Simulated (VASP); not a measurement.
Set up this calculation in VASP 6.6.1, as the native input.

| Property | Result |
| --- | --- |
| Task | single point |
| Functional | PBE |
| Potentials or basis | VASP PAW PBE potentials, release 64 (Te) |
| Cutoff | 520 eV |
| k mesh | 14 × 14 × 14 |
| Occupations | fermi-dirac, width 0.05 eV |
| Spin | no spin polarisation |
| Dipole correction | no |
| Further INCAR settings | ALGO = Normal; EDIFF = 1e-06; NBANDS = 9 |

The structure of Te lies in POSCAR:

```
Te
1.0
   -1.4541412665      1.4541412665      1.4541412665
    1.4541412665     -1.4541412665      1.4541412665
    1.4541412665      1.4541412665     -1.4541412665
Te
1
Direct
    0.0000000000      0.0000000000      0.0000000000
```

This isn't the form of Te at room conditions, which is trigonal, of chains.

These files were run (other wordings do the same):

INCAR

```
ALGO = Normal ; EDIFF = 1E-6
ENCUT = 520 ; GGA = PE
ISIF = 2 ; ISMEAR = -1
LASPH = T ; LCHARG = T
LELF = T ; LREAL = F
LVHAR = T ; LWAVE = F
NBANDS = 9 ; NELM = 80
PREC = Accurate ; SIGMA = 0.05
```

KPOINTS

```
k-points
0
Gamma
  14 14 14
```

Potentials or basis: VASP PAW PBE potentials, release 64 (Te).

Command:

```sh
$ cat potpaw_PBE.64/Te/POTCAR > POTCAR
$ mpirun -np 1 vasp_std > vasp.out
```

It gave:

The pressure is 327.2 GPa. The band gap on the k mesh is zero (bands 3 and 4 overlap by 17.18 eV).

Caveat: the cell stands under pressure; spin-orbit coupling is left out, which moves the levels of the heavy elements.

Wall time 14 s on 1 thread of Intel Xeon 8259CL (shared host), peak memory 0.13 GiB.
